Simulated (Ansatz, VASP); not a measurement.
KI in VASP and in Ansatz

Contents of INCAR:

```
PREC = Accurate
ENCUT = 400
EDIFF = 1E-8
ISMEAR = -1
SIGMA = 0.02
LREAL = False
LASPH = True
NELM = 120
ALGO = Normal
ISIF = 2
LWAVE = False
LCHARG = False
GGA = PS
LEFG = True
NBANDS = 15
GGA_COMPAT = False
```

File KPOINTS:

```
Automatic mesh
0
Gamma
  7 7 7
```

The input POSCAR:

```
KI
1.0
    0.0000000000      3.5327750000      3.5327750000
    3.5327750000      0.0000000000      3.5327750000
    3.5327750000      3.5327750000      0.0000000000
K I
1 1
Direct
    0.0000000000      0.0000000000      0.0000000000
    0.5000000000      0.5000000000      0.5000000000
```

Input for Ansatz:

```yaml
crystal:
  lattice:
    - [0.0, 3.532775, 3.532775]
    - [3.532775, 0.0, 3.532775]
    - [3.532775, 3.532775, 0.0]
  atoms:
    - { symbol: K, position: [0.0, 0.0, 0.0] }
    - { symbol: I, position: [0.5, 0.5, 0.5] }
kpoints:
  mp_grid: { grid: [7, 7, 7] }
scf:
  occupations: { method: fermi_dirac, width: 0.02 }
hamiltonian:
  xc: pbesol
  pseudopotentials: { kind: paw, frozen_core: stored, azcp: { folder: soft_1 } }
output:
  forces: true
  stress: true
  populations: true
  efg:
    quadrupole_moments_barn: { K: 0.0603, I: -0.68822 }
    contact_densities: true
```

Alike in both runs: task electric field gradients; functional PBEsol; k mesh 7 × 7 × 7; occupations fermi-dirac, width 0.02 eV; no spin polarisation.

|  | VASP | Ansatz |
| --- | --- | --- |
| version | VASP 6.6.1 | Ansatz 0.2.0 |
| potentials or method | VASP PAW PBE potentials, release 64 (K_sv, I) | plane-wave PAW, scalar-relativistic |
| plane-wave cutoff (eV) | 400 | 420 |
| valence electrons in the cell | 16 | 26 |

VASP gave:

- gap on the k mesh at the Fermi level (eV): 3.81
- pressure (GPa): -0.3

Q: Which values does Ansatz return?

A: gap on the k mesh at the Fermi level (eV): 3.82; pressure (GPa): -0.3.

VASP's potentials were made for PBE, not for PBEsol, and Ansatz warns of the same on its side. The functional is the same, so the differences come from potentials, cutoffs and numerics. VASP's potentials hold 16 valence electrons a cell and Ansatz's 26, so a difference there can come from the potentials and not from the codes.

Neither program's run includes spin-orbit coupling.
